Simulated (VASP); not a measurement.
# BN (F-43m) in VASP: further runs, part 2 of 2

VASP 6.6.1.

## 3. Single point, PBE (strained)

The input, INCAR:

```
SYSTEM = BN
ALGO = Normal
EDIFF = 1E-6
ENCUT = 600
GGA = PE
GGA_COMPAT = .FALSE.
ISIF = 2
ISMEAR = 0
LASPH = .TRUE.
LCHARG = .FALSE.
LREAL = .FALSE.
LWAVE = .FALSE.
NBANDS = 11
NELM = 120
PREC = Accurate
SIGMA = 0.02
```

The input, KPOINTS:

```
k-points
0
G
  12 12 12
  0 0 0
```

The input, POSCAR:

```
BN
1.0
    0.0000000000      1.8807528474      1.8807528474
    1.8807528474      0.0000000000      1.8807528474
    1.8807528474      1.8807528474      0.0000000000
B N
1 1
Direct
    0.0000000000      0.0000000000      0.0000000000
    0.7500000000      0.7500000000      0.7500000000
```

Potentials or basis: VASP PAW PBE potentials, release 64 (B, N).

Command:

```bash
cat potpaw_PBE.64/B/POTCAR potpaw_PBE.64/N/POTCAR > POTCAR
mpirun -np 1 vasp_std > vasp.out
```

OUTCAR:

```text
SYSTEM = BN
   EDIFF = 1E-6
   ENCUT = 600
   GGA = PE
   ISIF = 2
   ISMEAR = 0
   LASPH = .TRUE.
   LREAL = .FALSE.
   NELM = 120
   PREC = Accurate

 ion  position               nearest neighbor table
   1  0.000  0.000  0.000-   2 1.63   2 1.63   2 1.63   2 1.63
   2  0.750  0.750  0.750-   1 1.63   1 1.63   1 1.63   1 1.63

  LATTYP: Found a face centered cubic cell.
 ALAT       =     3.7615056948

  Lattice vectors:

 A1 = (   0.0000000000,   1.8807528474,   1.8807528474)
 A2 = (   1.8807528474,   0.0000000000,   1.8807528474)
 A3 = (   1.8807528474,   1.8807528474,   0.0000000000)

Analysis of symmetry for initial positions (statically):
=====================================================================
 Subroutine PRICEL returns:
 Original cell was already a primitive cell.

 Routine SETGRP: Setting up the symmetry group for a
 face centered cubic supercell.

 Subroutine GETGRP returns: Found 24 space group operations
 (whereof 24 operations were pure point group operations)
 out of a pool of 48 trial point group operations.

The static configuration has the point symmetry T_d .

Analysis of symmetry for dynamics (positions and initial velocities):
=====================================================================
 Subroutine PRICEL returns:
 Original cell was already a primitive cell.

 Routine SETGRP: Setting up the symmetry group for a
 face centered cubic supercell.

 Subroutine GETGRP returns: Found 24 space group operations
 (whereof 24 operations were pure point group operations)
 out of a pool of 48 trial point group operations.

The dynamic configuration has the point symmetry T_d .

 Subroutine INISYM returns: Found 24 space group operations
 (whereof 24 operations are pure point group operations),
 and found     1 'primitive' translations

----------------------------------------------------------------------------------------

                                     Primitive cell

  volume of cell :      13.3053

  direct lattice vectors                    reciprocal lattice vectors
     0.000000000  1.880752847  1.880752847    -0.265850987  0.265850987  0.265850987
     1.880752847  0.000000000  1.880752847     0.265850987 -0.265850987  0.265850987
     1.880752847  1.880752847  0.000000000     0.265850987  0.265850987 -0.265850987

  length of vectors
     2.659786184  2.659786184  2.659786184     0.460467416  0.460467416  0.460467416

  position of ions in fractional coordinates (direct lattice)
     0.000000000  0.000000000  0.000000000
     0.750000000  0.750000000  0.750000000

  ion indices of the primitive-cell ions
   primitive index   ion index
                 1           1
                 2           2

----------------------------------------------------------------------------------------

 KPOINTS: k-points

Automatic generation of k-mesh.
 Grid dimensions read from file:
 generate k-points for:   12   12   12

 Generating k-lattice:

  Cartesian coordinates                     Fractional coordinates (reciprocal lattice)
    -0.022154249  0.022154249  0.022154249     0.083333333  0.000000000  0.000000000
     0.022154249 -0.022154249  0.022154249     0.000000000  0.083333333  0.000000000
     0.022154249  0.022154249 -0.022154249     0.000000000  0.000000000  0.083333333

  Length of vectors
     0.038372285  0.038372285  0.038372285

  Shift w.r.t. Gamma in fractional coordinates (k-lattice)
     0.000000000  0.000000000  0.000000000

 Subroutine IBZKPT returns following result:
 ===========================================

 Found     72 irreducible k-points:

 Following reciprocal coordinates:
            Coordinates               Weight
  0.000000  0.000000  0.000000      1.000000
  0.083333  0.000000  0.000000      8.000000
  0.166667  0.000000  0.000000      8.000000
  0.250000  0.000000  0.000000      8.000000
  0.333333  0.000000  0.000000      8.000000
  0.416667  0.000000  0.000000      8.000000
[... 16 lines left out ...]
  0.500000  0.166667  0.000000     24.000000
 -0.416667  0.166667  0.000000     24.000000
 [... further k-points ...]
   k-points           NKPTS =     72   k-points in BZ     NKDIM =     72   number of bands    NBANDS=     11
   number of dos      NEDOS =    301   number of ions     NIONS =      2
   total plane-waves  NPLWV =  13824
   dimension x,y,z NGX =    24 NGY =   24 NGZ =   24
   dimension x,y,z NGXF=    48 NGYF=   48 NGZF=   48
   ions per type =               1   1
   NGX,Y,Z   is equivalent  to a cutoff of  15.00, 15.00, 15.00 a.u.
   NGXF,Y,Z  is equivalent  to a cutoff of  30.00, 30.00, 30.00 a.u.
 SYSTEM =  BN
   PREC   = accura    normal or accurate (medium, high low for compatibility)
   ISTART =      0    job   : 0-new  1-cont  2-samecut
   ICHARG =      2    charge: 1-file 2-atom 10-const
   ISPIN  =      1    spin polarized calculation?
   LNONCOLLINEAR =      F non collinear calculations
   LSORBIT =      F    spin-orbit coupling
   LASPH  =      T    aspherical Exc in radial PAW
   ENCUT  =  600.0 eV  44.10 Ry    6.64 a.u.   5.31  5.31  5.31*2*pi/ulx,y,z
   NELM   =    120;   NELMIN=  2; NELMDL= -5     # of ELM steps
   EDIFF  = 0.1E-05   stopping-criterion for ELM
   LREAL  =      F    real-space projection
   EDIFFG = 0.1E-04   stopping-criterion for IOM
   NSW    =      0    number of steps for IOM
   IBRION =     -1    ionic relax: 0-MD 1-quasi-New 2-CG
   NFREE  =      0    steps in history (QN), initial steepest desc. (CG)
   ISIF   =      2    stress and relaxation
   ISYM   =      2    0-nonsym 1-usesym 2-fastsym
   POTIM  = 0.5000    time-step for ionic-motion
   TEBEG  =    0.0;   TEEND  =   0.0 temperature during run
   PSTRESS=    0.0 pullay stress
   NELECT =       8.0000    total number of electrons
   NUPDOWN=      -1.0000    fix difference up-down
   EMIN   =  10.00;   EMAX   =-10.00  energy-range for DOS
   EFERMI =   0.00;   METHOD = LEGACY
   ISMEAR =     0;   SIGMA  =   0.02  broadening in eV -4-tet -1-fermi 0-gaus
   EFERMI_NEDOS =   21; number of points for ismear=-14 and -15
   IALGO  =     38    algorithm
   IMIX   =      4    mixing-type and parameters
     AMIX     =   0.40;   BMIX     =  1.00
     AMIX_MAG =   1.60;   BMIX_MAG =  1.00
  volume/ion in A,a.u.               =       6.65        44.89
  Fermi-wavevector in a.u.,A,eV,Ry     =   1.381751  2.611131 25.976728  1.909236
  Thomas-Fermi vector in A             =   2.506506
   LORBIT       =      0    0 simple, 1 ext, 2 COOP (PROOUT), +10 PAW based schemes
   GGA     = PE    functional components
   LHFCALC =     F    Hartree Fock is set to
   AEXX    =    0.0000 exact exchange contribution
   IVDW    =     0    specifies the selected vdW correction
   LEPSILON=     F    determine dielectric tensor
   LRPA    =     F    only Hartree local field effects (RPA)
 non-spin polarized calculation
 Gauss-broadening in eV      SIGMA  =   0.02
  energy-cutoff  :      600.00
  volume of cell :       13.31
 maximum number of plane-waves:       459
 NGX is ok and might be reduce to    24
   NGX = 11   NGY = 11   NGZ = 11

 number of electron       8.0000000 magnetization

 Free energy of the ion-electron system (eV)
  ---------------------------------------------------
  ext. energy  EPLUGINS =         0.00000000
  ---------------------------------------------------
  free energy    TOTEN  =       -17.29678240 eV

  energy without entropy =      -17.29678240  energy(sigma->0) =      -17.29678240

 E-fermi :   6.0990     XC(G=0): -12.2430

 val. band max:        6.0041906682   @ k =   0.0000   0.0000   0.0000
 cond. band min:      10.3268711899   @ k =   0.5000   0.5000   0.0000
 fundamental gap:      4.3226805217
 Fermi energy:         6.0989611938

 k-point     1 :       0.0000    0.0000    0.0000
  band No.  band energies     occupation
      1     -12.9352      2.00000
      2       6.0042      2.00000
      3       6.0042      2.00000
      4       6.0042      2.00000
      5      14.2584      0.00000
      6      14.2584      0.00000
      7      14.2584      0.00000
      8      14.4835      0.00000
      9      28.5945      0.00000
     10      32.3611      0.00000
     11      32.3611      0.00000
[... 309 lines left out ...]
 k-point    24 :      -0.4167    0.1667    0.0000
  band No.  band energies     occupation
      1      -8.9408      2.00000
      2      -3.0233      2.00000
      3       2.2617      2.00000
      4       3.7291      2.00000
      5      14.6586      0.00000
      6      16.8116      0.00000
      7      17.3588      0.00000
      8      20.1894      0.00000
      9      25.6599      0.00000
     10      29.9298      0.00000
     11      30.4111      0.00000

 [... further k-points ...]
[... 5 lines left out ...]
  --------------------------------------------------------------------------------------
  -------------------------------------------------------------------------------------
  Total       -2.8109614     -2.8109614     -2.8109614     -0.0000000      0.0000000      0.0000000
  in kB     -338.4856713   -338.4856713   -338.4856713     -0.0000000      0.0000000      0.0000000
  external PRESSURE =    -338.4856713 kB  Pullay stress =       0.0000000 kB

 VOLUME and BASIS-vectors are now :
 -----------------------------------------------------------------------------
  energy-cutoff  :      600.00
  volume of cell :       13.31
      direct lattice vectors                 reciprocal lattice vectors
     0.000000000  1.880752847  1.880752847    -0.265850987  0.265850987  0.265850987
     1.880752847  0.000000000  1.880752847     0.265850987 -0.265850987  0.265850987
     1.880752847  1.880752847  0.000000000     0.265850987  0.265850987 -0.265850987

 POSITION                                       TOTAL-FORCE (eV/Angst)
 -----------------------------------------------------------------------------------
      0.00000      0.00000      0.00000        -0.000000     -0.000000     -0.000000
      2.82113      2.82113      2.82113         0.000000      0.000000      0.000000
 -----------------------------------------------------------------------------------
    total drift:                               -0.000000     -0.000000     -0.000000

  FREE ENERGIE OF THE ION-ELECTRON SYSTEM (eV)
  ---------------------------------------------------
  free  energy   TOTEN  =       -17.2967823965 eV

  energy  without entropy=      -17.2967823965  energy(sigma->0) =      -17.29678240
```

stdout:

```text
POSCAR found type information on POSCAR B N
 POSCAR found :  2 types and       2 ions
 scaLAPACK will be used
 LDA part: xc-table for (Slater+PW92), standard interpolation
 POSCAR, INCAR and KPOINTS ok, starting setup
 FFT: planning ... GRIDC
 FFT: planning ... GRID_SOFT
 FFT: planning ... GRID
 WAVECAR not read
 entering main loop
```

Wall time 5.9 s (1 thread of Intel Xeon 6975P-C, shared host); peak memory 0.14 GiB.

Results:

```yaml
Free_energy: -17.2968 eV
Pressure: -33.8 GPa
Band_gap_on_the_k_mesh: 4.32 eV, indirect (least direct gap 8.25 eV)
```

Levels at points of the mesh, in eV from the valence-band top:
```tsv
k point	band 1	band 2	band 3	band 4	band 5	band 6	band 7	band 8
(0.00, 0.00, 0.00)	-18.94	0.00	0.00	0.00	8.25	8.25	8.25	8.48
(0.50, 0.00, 0.00)	-15.27	-9.65	-1.73	-1.73	8.64	10.04	10.04	14.03
(0.50, 0.50, 0.00)	-14.06	-8.18	-4.35	-4.35	4.32	8.55	16.16	16.16
```

Caveat: the cell differs from its parent crystal (strained).
